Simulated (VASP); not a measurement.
# HfGe (Pm-3m) in VASP: settings compared

Aim: see how the results for HfGe move with the level of theory and the settings. Levels: b88 exchange, pbe correlation, PBEsol-based global hybrid with 25 % exact exchange, PBEsol-based screened hybrid with 25 % exact exchange, HSE06, PBE-based screened hybrid with 25 % exact exchange. Tasks: single point.

Program: VASP 6.6.1. These are calculated values, not measurements. Logs are shortened: lines on timing, memory, paths and dates and some standing lists are left out, and cuts for length are marked.

### Step 1. The cell of the first run

The structure is cubic, space group Pm-3m (No. 221). Conventional cell: a = 3.501 Å, b = 3.501 Å, c = 3.501 Å, α = 90.00°, β = 90.00°, γ = 90.00°. Within 4.0 Å of Hf (site symmetry m-3m) lie 8 Ge at 3.03 Å and 6 Hf at 3.50 Å. Ge (site symmetry m-3m) has 8 Hf at 3.03 Å and 6 Ge at 3.50 Å within 4.0 Å.

The cell was generated, and may not be a known phase.

### Step 2. Single point, b88 exchange, pbe correlation, non-collinear spin, zero start, spin-orbit coupling

Input file INCAR:

```
PREC = Accurate ; ENCUT = 500
EDIFF = 1E-6 ; ISMEAR = 0
SIGMA = 0.025 ; LREAL = False
LASPH = True ; NELM = 200
ALGO = Normal ; ISIF = 2
LWAVE = False ; LCHARG = False
MAGMOM = 0 0 0 0 0 0 ; LORBIT = 11
LSORBIT = True ; GGA_COMPAT = False
LORBMOM = True ; LMAXMIX = 4
GGA = LIBXC ; LIBXC1 = GGA_X_B88
LIBXC2 = GGA_C_PBE ; NBANDS = 36
```

Input file KPOINTS:

```
Automatic mesh
0
Gamma
  6 6 6
```

Input file POSCAR:

```
HfGe
1.0
    3.5008378700      0.0000000000      0.0000000000
    0.0000000000      3.5008378700      0.0000000000
    0.0000000000      0.0000000000      3.5008378700
Hf Ge
1 1
Direct
    0.0000000000      0.0000000000      0.0000000000
    0.5000000000      0.5000000000      0.5000000000
```

Potentials or basis: VASP PAW PBE potentials, release 64 (Hf_pv, Ge_d).

Run with:

```sh
$ cat potpaw_PBE.64/Hf_pv/POTCAR potpaw_PBE.64/Ge_d/POTCAR > POTCAR
$ mpirun -np 1 vasp_ncl > vasp.out
```

OUTCAR:

```text
PREC = Accurate
   ENCUT = 500
   EDIFF = 1E-6
   ISMEAR = 0
   LREAL = False
   LASPH = True
   NELM = 200
   ISIF = 2
   LORBIT = 11
   LSORBIT = True
   GGA = LIBXC

 ion  position               nearest neighbor table
   1  0.000  0.000  0.000-   2 3.03   2 3.03   2 3.03   2 3.03   2 3.03   2 3.03   2 3.03   2 3.03

   2  0.500  0.500  0.500-   1 3.03   1 3.03   1 3.03   1 3.03   1 3.03   1 3.03   1 3.03   1 3.03

  LATTYP: Found a simple cubic cell.
 ALAT       =     3.5008378700

  Lattice vectors:

 A1 = (   3.5008378700,   0.0000000000,   0.0000000000)
 A2 = (   0.0000000000,   3.5008378700,   0.0000000000)
 A3 = (   0.0000000000,   0.0000000000,   3.5008378700)

Analysis of symmetry for initial positions (statically):
=====================================================================
 Subroutine PRICEL returns:
 Original cell was already a primitive cell.

 Routine SETGRP: Setting up the symmetry group for a
 simple cubic supercell.

 Subroutine GETGRP returns: Found 48 space group operations
 (whereof 48 operations were pure point group operations)
 out of a pool of 48 trial point group operations.

The static configuration has the point symmetry O_h .

Analysis of symmetry for dynamics (positions and initial velocities):
=====================================================================
 Subroutine PRICEL returns:
 Original cell was already a primitive cell.

 Routine SETGRP: Setting up the symmetry group for a
 simple cubic supercell.

 Subroutine GETGRP returns: Found 48 space group operations
 (whereof 48 operations were pure point group operations)
 out of a pool of 48 trial point group operations.

The dynamic configuration has the point symmetry O_h .

Analysis of structural, dynamic, and magnetic symmetry:
=====================================================================
 Subroutine PRICEL returns:
 Original cell was already a primitive cell.

 Routine SETGRP: Setting up the symmetry group for a
 simple cubic supercell.

 Subroutine GETGRP returns: Found 48 space group operations
 (whereof 48 operations were pure point group operations)
 out of a pool of 48 trial point group operations.

The overall configuration has the point symmetry O_h .

 Subroutine INISYM returns: Found 48 space group operations
 (whereof 48 operations are pure point group operations),
 and found     1 'primitive' translations
[... 950 lines left out ...]
      0.00000      0.00000      0.00000         0.000000      0.000000      0.000000
      1.75042      1.75042      1.75042         0.000000      0.000000      0.000000
 -----------------------------------------------------------------------------------
    total drift:                                0.000000      0.000000      0.000000

  FREE ENERGIE OF THE ION-ELECTRON SYSTEM (eV)
  ---------------------------------------------------
  free  energy   TOTEN  =       -15.2436105687 eV

  energy  without entropy=      -15.2415530105  energy(sigma->0) =      -15.24258179

 orbital moment (x)

 # of ion     p       d       tot
 ----------------------------------------
  1         0.000  -0.000  -0.000
  2         0.000  -0.000  -0.000
 ----------------------------------------
            0.000  -0.000  -0.000

 orbital moment (y)

 # of ion     p       d       tot
 ----------------------------------------
  1         0.000  -0.000  -0.000
  2         0.000  -0.000  -0.000
 ----------------------------------------
            0.000  -0.000  -0.000

 orbital moment (z)

 # of ion     p       d       tot
 ----------------------------------------
  1         0.000   0.000   0.000
  2         0.000   0.000   0.000
 ----------------------------------------
            0.000   0.000   0.000

 Spin-Orbit-Coupling matrix elements

 Ion:    1  E_soc:     -1.3980243
 l=   1
     0.0000000    -0.2156535    -0.2156535
    -0.2156535     0.0000000    -0.2156535
    -0.2156535    -0.2156535     0.0000000
 l=   2
     0.0000000    -0.0028856     0.0000000    -0.0028856    -0.0144649
    -0.0028856     0.0000000    -0.0108487    -0.0028856    -0.0036162
     0.0000000    -0.0108487     0.0000000    -0.0108487     0.0000000
    -0.0028856    -0.0028856    -0.0108487     0.0000000    -0.0036162
    -0.0144649    -0.0036162     0.0000000    -0.0036162     0.0000000
 l=   3
     0.0000000     0.0000000     0.0000000     0.0000000     0.0000000     0.0000000     0.0000000
     0.0000000     0.0000000     0.0000000     0.0000000     0.0000000     0.0000000     0.0000000
     0.0000000     0.0000000     0.0000000     0.0000000     0.0000000     0.0000000     0.0000000
     0.0000000     0.0000000     0.0000000     0.0000000     0.0000000     0.0000000     0.0000000
     0.0000000     0.0000000     0.0000000     0.0000000     0.0000000     0.0000000     0.0000000
     0.0000000     0.0000000     0.0000000     0.0000000     0.0000000     0.0000000     0.0000000
     0.0000000     0.0000000     0.0000000     0.0000000     0.0000000     0.0000000     0.0000000

 Ion:    2  E_soc:     -0.0279596
 l=   1
     0.0000000    -0.0037838    -0.0037838
    -0.0037838     0.0000000    -0.0037838
    -0.0037838    -0.0037838     0.0000000
 l=   2
     0.0000000    -0.0001490     0.0000000    -0.0001490    -0.0007272
    -0.0001490     0.0000000    -0.0005454    -0.0001490    -0.0001818
     0.0000000    -0.0005454     0.0000000    -0.0005454     0.0000000
    -0.0001490    -0.0001490    -0.0005454     0.0000000    -0.0001818
    -0.0007272    -0.0001818     0.0000000    -0.0001818     0.0000000
 l=   3
     0.0000000     0.0000000     0.0000000     0.0000000     0.0000000     0.0000000     0.0000000
     0.0000000     0.0000000     0.0000000     0.0000000     0.0000000     0.0000000     0.0000000
     0.0000000     0.0000000     0.0000000     0.0000000     0.0000000     0.0000000     0.0000000
     0.0000000     0.0000000     0.0000000     0.0000000     0.0000000     0.0000000     0.0000000
     0.0000000     0.0000000     0.0000000     0.0000000     0.0000000     0.0000000     0.0000000
     0.0000000     0.0000000     0.0000000     0.0000000     0.0000000     0.0000000     0.0000000
     0.0000000     0.0000000     0.0000000     0.0000000     0.0000000     0.0000000     0.0000000

 total charge

# of ion       s       p       d       tot
------------------------------------------
    1        0.309   6.311   1.486   8.106
    2        1.158   1.119  10.005  12.282
--------------------------------------------------
tot          1.467   7.430  11.491  20.388

 magnetization (x)

# of ion       s       p       d       tot
------------------------------------------
    1        0.000   0.000   0.000   0.000
    2        0.000   0.000   0.000   0.000
--------------------------------------------------
tot          0.000   0.000   0.000   0.000

 magnetization (y)

# of ion       s       p       d       tot
------------------------------------------
    1       -0.000   0.000   0.000  -0.000
    2        0.000   0.000  -0.000  -0.000
--------------------------------------------------
tot         -0.000   0.000  -0.000  -0.000

 magnetization (z)

# of ion       s       p       d       tot
------------------------------------------
    1       -0.000   0.000   0.000   0.000
    2       -0.000   0.000  -0.000  -0.000
--------------------------------------------------
tot         -0.000   0.000   0.000   0.000
```

OSZICAR:

```text
N       E                     dE             d eps       ncg     rms          rms(c)
DAV:   1     0.205198991848E+03    0.20520E+03   -0.11008E+04  1792   0.281E+03
DAV:   2     0.170762726539E+02   -0.18812E+03   -0.17784E+03  1456   0.697E+02
DAV:   3    -0.146437145103E+02   -0.31720E+02   -0.30696E+02  1692   0.158E+02
DAV:   4    -0.161924545092E+02   -0.15487E+01   -0.15295E+01  1796   0.370E+01
DAV:   5    -0.162288796201E+02   -0.36425E-01   -0.36342E-01  1748   0.655E+00    0.385E+01
DAV:   6    -0.152982190026E+02    0.93066E+00   -0.14546E+00  1940   0.944E+00    0.242E+01
DAV:   7    -0.152502586077E+02    0.47960E-01   -0.27560E-01  1828   0.649E+00    0.127E+01
DAV:   8    -0.152467486263E+02    0.35100E-02   -0.38209E-02  1896   0.200E+00    0.295E+00
DAV:   9    -0.152441815025E+02    0.25671E-02   -0.67750E-03  1888   0.123E+00    0.365E-01
DAV:  10    -0.152436222631E+02    0.55924E-03   -0.33498E-03  1904   0.852E-01    0.103E-01
DAV:  11    -0.152436172010E+02    0.50621E-05   -0.13390E-04  1888   0.135E-01    0.473E-02
DAV:  12    -0.152436106814E+02    0.65196E-05   -0.42385E-05  1900   0.103E-01    0.128E-02
DAV:  13    -0.152436105687E+02    0.11271E-06   -0.27331E-06  1732   0.207E-02
   1 F= -.15243611E+02 E0= -.15242582E+02  d E =-.205756E-02  mag=     0.0000    -0.0000    -0.0000
```

Wall time 28 s (1 thread of Intel Xeon 6975P-C (Granite Rapids), shared host); peak memory 0.26 GiB.

Results:

```yaml
Free_energy: -15.2436 eV
Pressure: -12.2 GPa
Net_moment: 0.00 μB per cell
Valence_electrons_inside_the_program's_atomic_spheres: Hf 8.11; Ge 12.28
```

Moments on the atoms (μB; x, y, z):
```
Hf  0.00 0.00 0.00
Ge  0.00 0.00 0.00
```

Caveat: the cell stands under tension; the PAW data sets were made with another functional, which shifts forces and pressure a little.

### Step 3. Single point, PBEsol-based global hybrid with 25 % exact exchange

This run uses another cell than the first one, of 18.48 Å³/atom.

Input file POSCAR:

```
HfGe
1.0
    3.3310371657      0.0000000000      0.0000000000
    0.0000000000      3.3310371657      0.0000000000
    0.0000000000      0.0000000000      3.3310371657
Hf Ge
1 1
Direct
    0.0000000000      0.0000000000      0.0000000000
    0.5000000000      0.5000000000      0.5000000000
```

Input file INCAR.step1:

```
SYSTEM = HfGe
PREC     = Accurate       ! precision mode
ENCUT    = 520            ! plane-wave cutoff, eV
EDIFF    = 1E-5           ! SCF threshold, eV
ISMEAR   = -1             ! smearing method
SIGMA    = 0.05           ! smearing width, eV
LREAL    = .False.        ! projectors in reciprocal space
LASPH    = .True.         ! aspherical terms in the spheres
NELM     = 60             ! most SCF steps
ALGO     = Normal         ! electronic algorithm
ISIF     = 2              ! what is computed and relaxed
LWAVE    = .True.         ! write WAVECAR
NBANDS   = 19             ! bands
GGA      = PE             ! functional
```

Input file INCAR.step2:

```
SYSTEM = HfGe
PREC     = Accurate       ! precision mode
ENCUT    = 520            ! plane-wave cutoff, eV
EDIFF    = 1E-6           ! SCF threshold, eV
ISMEAR   = -1             ! smearing method
SIGMA    = 0.05           ! smearing width, eV
LREAL    = .False.        ! projectors in reciprocal space
LASPH    = .True.         ! aspherical terms in the spheres
NELM     = 60             ! most SCF steps
ALGO     = Normal         ! electronic algorithm
ISIF     = 2              ! what is computed and relaxed
LWAVE    = .False.        ! write WAVECAR
LCHARG   = .True.         ! write CHGCAR
GGA      = PS             ! functional
LHFCALC  = .True.         ! exact exchange
AEXX     = 0.25           ! exact-exchange fraction
PRECFOCK = Normal       
LELF     = .True.         ! ELF
LVHAR    = .True.       
NBANDS   = 19             ! bands
ISTART   = 1
```

Input file KPOINTS:

```
Automatic mesh
0
Gamma
  4 4 4
  0 0 0
```

Potentials or basis: VASP PAW PBE potentials, release 64 (Hf_pv, Ge_d).

Run with:

```sh
$ cat potpaw_PBE.64/Hf_pv/POTCAR potpaw_PBE.64/Ge_d/POTCAR > POTCAR
$ cp INCAR.step1 INCAR
$ mpirun -np 1 vasp_std > vasp.out
$ cp INCAR.step2 INCAR
$ mpirun -np 1 vasp_std > vasp.out
```

Run time: 20 min. Hardware: 1 thread of Intel Xeon Platinum 8375C at 2.90GHz (Ice Lake), shared host; peak memory 0.17 GiB.

The run converged. Its results:

```yaml
Free_energy: -19.3434 eV
Pressure: -1.9 GPa
Band_gap_on_the_k_mesh: zero (bands 12 and 13 overlap by 3.25 eV)
```

Levels at points of the mesh, in eV from the Fermi level:
```tsv
k point	band 9	band 10	band 11	band 12	band 13	band 14	band 15	band 16
(0.00, 0.00, 0.00)	-13.38	-2.15	-2.15	2.70	2.70	2.70	4.87	4.87
(0.50, 0.00, 0.00)	-10.28	-7.72	-1.10	-0.55	-0.55	5.26	6.35	7.50
(0.50, 0.50, 0.00)	-9.80	-3.88	-3.88	-2.45	2.67	2.67	5.07	5.44
(0.50, 0.50, 0.50)	-6.73	-5.33	-5.33	-5.33	4.54	4.54	4.54	6.91
```

Caveat: the k points lie up to 0.47 Å⁻¹ apart, too coarse for converged energies and pressures of a metal; the PAW data sets were made with another functional, which shifts forces and pressure a little; spin-orbit coupling is left out, which moves the levels of the heavy elements.

### Step 4. Single point, PBEsol-based screened hybrid with 25 % exact exchange

This run uses another cell than the first one, of 18.48 Å³/atom.

Input file POSCAR:

```
HfGe
1.0
    3.3312143105      0.0000000000      0.0000000000
    0.0000000000      3.3312143105      0.0000000000
    0.0000000000      0.0000000000      3.3312143105
Hf Ge
1 1
Direct
    0.0000000000      0.0000000000      0.0000000000
    0.5000000000      0.5000000000      0.5000000000
```

Input file INCAR.step1:

```
PREC = Accurate
ENCUT = 520
EDIFF = 1E-5
ISMEAR = -1
SIGMA = 0.05
LREAL = False
LASPH = True
NELM = 80
ALGO = Normal
ISIF = 2
LWAVE = True
NBANDS = 19
GGA = PE
```

Input file INCAR.step2:

```
PREC = Accurate
ENCUT = 520
EDIFF = 1E-7
ISMEAR = -1
SIGMA = 0.05
LREAL = False
LASPH = True
NELM = 80
ALGO = Normal
ISIF = 2
LWAVE = False
LCHARG = True
GGA = PS
LHFCALC = True
AEXX = 0.25
HFSCREEN = 0.207
PRECFOCK = Normal
LELF = True
LVHAR = True
NBANDS = 19
ISTART = 1
```

Input file KPOINTS:

```
regular mesh
0
Gamma
  4 4 4
```

Run with:

```sh
$ cat potpaw_PBE.64/Hf_pv/POTCAR potpaw_PBE.64/Ge_d/POTCAR > POTCAR
$ cp INCAR.step1 INCAR
$ mpirun -np 1 vasp_std > vasp.out
$ cp INCAR.step2 INCAR
$ mpirun -np 1 vasp_std > vasp.out
```

Wall time 20 min (1 thread of Intel Xeon Platinum 8375C at 2.90GHz (Ice Lake), shared host); peak memory 0.26 GiB.

Results (log left out):

```yaml
Free_energy: -17.7825 eV
Pressure: -1.5 GPa
Band_gap_on_the_k_mesh: zero (bands 12 and 13 overlap by 2.58 eV)
```

Levels at points of the mesh, in eV from the Fermi level:
| k point | band 8 | band 9 | band 10 | band 11 | band 12 | band 13 | band 14 | band 15 | band 16 | band 17 |
| --- | --- | --- | --- | --- | --- | --- | --- | --- | --- | --- |
| (0.00, 0.00, 0.00) | -27.57 | -13.23 | -2.05 | -2.05 | 2.04 | 2.04 | 2.04 | 4.18 | 4.18 | 4.18 |
| (0.50, 0.00, 0.00) | -27.55 | -10.15 | -7.57 | -1.00 | -0.53 | -0.53 | 4.56 | 5.66 | 6.85 | 8.26 |
| (0.50, 0.50, 0.00) | -27.54 | -9.66 | -3.77 | -3.77 | -2.33 | 1.99 | 1.99 | 4.41 | 4.78 | 6.05 |
| (0.50, 0.50, 0.50) | -27.54 | -6.60 | -5.20 | -5.20 | -5.20 | 3.90 | 3.90 | 3.90 | 6.22 | 6.22 |

Caveat: the k points lie up to 0.47 Å⁻¹ apart, too coarse for converged energies and pressures of a metal; the PAW data sets were made with another functional, which shifts forces and pressure a little; spin-orbit coupling is left out, which moves the levels of the heavy elements.

### Step 5. Single point, HSE06

This run uses another cell than the first one, of 19.00 Å³/atom.

Input file POSCAR:

```
HfGe
1.0
    3.3619595606      0.0000000000      0.0000000000
    0.0000000000      3.3619595606      0.0000000000
    0.0000000000      0.0000000000      3.3619595606
Hf Ge
1 1
Direct
    0.0000000000      0.0000000000      0.0000000000
    0.5000000000      0.5000000000      0.5000000000
```

Input file INCAR.step1:

```
SYSTEM = HfGe
ALGO     = Normal         ! electronic algorithm
EDIFF    = 1E-5           ! SCF threshold, eV
ENCUT    = 520            ! plane-wave cutoff, eV
GGA      = PE             ! functional
ISIF     = 2              ! what is computed and relaxed
ISMEAR   = -1             ! smearing method
LASPH    = .TRUE.         ! aspherical terms in the spheres
LCHARG   = .FALSE.        ! write CHGCAR
LREAL    = .FALSE.        ! projectors in reciprocal space
LWAVE    = .TRUE.         ! write WAVECAR
NBANDS   = 19             ! bands
NELM     = 100            ! most SCF steps
PREC     = Accurate       ! precision mode
SIGMA    = 0.05           ! smearing width, eV
```

Input file INCAR.step2:

```
SYSTEM = HfGe
ALGO     = Normal         ! electronic algorithm
EDIFF    = 1E-6           ! SCF threshold, eV
ENCUT    = 520            ! plane-wave cutoff, eV
GGA      = PE             ! functional
HFSCREEN = 0.2079         ! screening, 1/A
ISIF     = 2              ! what is computed and relaxed
ISMEAR   = -1             ! smearing method
ISTART   = 1            
LASPH    = .TRUE.         ! aspherical terms in the spheres
LCHARG   = .FALSE.        ! write CHGCAR
LHFCALC  = .TRUE.         ! exact exchange
LREAL    = .FALSE.        ! projectors in reciprocal space
LWAVE    = .FALSE.        ! write WAVECAR
NBANDS   = 19             ! bands
NELM     = 100            ! most SCF steps
PREC     = Accurate       ! precision mode
PRECFOCK = Normal       
SIGMA    = 0.05           ! smearing width, eV
```

Input file KPOINTS:

```
k-points
0
G
  4 4 4
  0 0 0
```

Run with:

```sh
$ cat potpaw_PBE.64/Hf_pv/POTCAR potpaw_PBE.64/Ge_d/POTCAR > POTCAR
$ cp INCAR.step1 INCAR
$ mpirun -np 1 vasp_std > vasp.out
$ cp INCAR.step2 INCAR
$ mpirun -np 1 vasp_std > vasp.out
```

Run time: 16 min. Hardware: 1 thread of Intel Xeon Platinum 8375C at 2.90GHz (Ice Lake), shared host; peak memory 0.27 GiB.

Results (log left out):

- Free energy: -17.0447 eV
- Pressure: -1.4 GPa
- Band gap on the k mesh: zero (bands 12 and 13 overlap by 2.46 eV)

Levels at points of the mesh, in eV from the Fermi level:
| k point | band 8 | band 9 | band 10 | band 11 | band 12 | band 13 | band 14 | band 15 | band 16 | band 17 |
| --- | --- | --- | --- | --- | --- | --- | --- | --- | --- | --- |
| (0.00, 0.00, 0.00) | -27.61 | -13.03 | -1.96 | -1.96 | 1.98 | 1.98 | 1.98 | 4.09 | 4.09 | 4.09 |
| (0.50, 0.00, 0.00) | -27.60 | -10.06 | -7.42 | -0.93 | -0.48 | -0.48 | 4.47 | 5.49 | 6.80 | 8.00 |
| (0.50, 0.50, 0.00) | -27.58 | -9.51 | -3.73 | -3.73 | -2.28 | 1.99 | 1.99 | 4.32 | 4.60 | 5.86 |
| (0.50, 0.50, 0.50) | -27.58 | -6.59 | -5.03 | -5.03 | -5.03 | 3.74 | 3.74 | 3.74 | 6.02 | 6.02 |

Caveat: the k points lie up to 0.47 Å⁻¹ apart, too coarse for converged energies and pressures of a metal; the PAW data sets were made with another functional, which shifts forces and pressure a little; spin-orbit coupling is left out, which moves the levels of the heavy elements.

(Continued in part 2 of 2.)
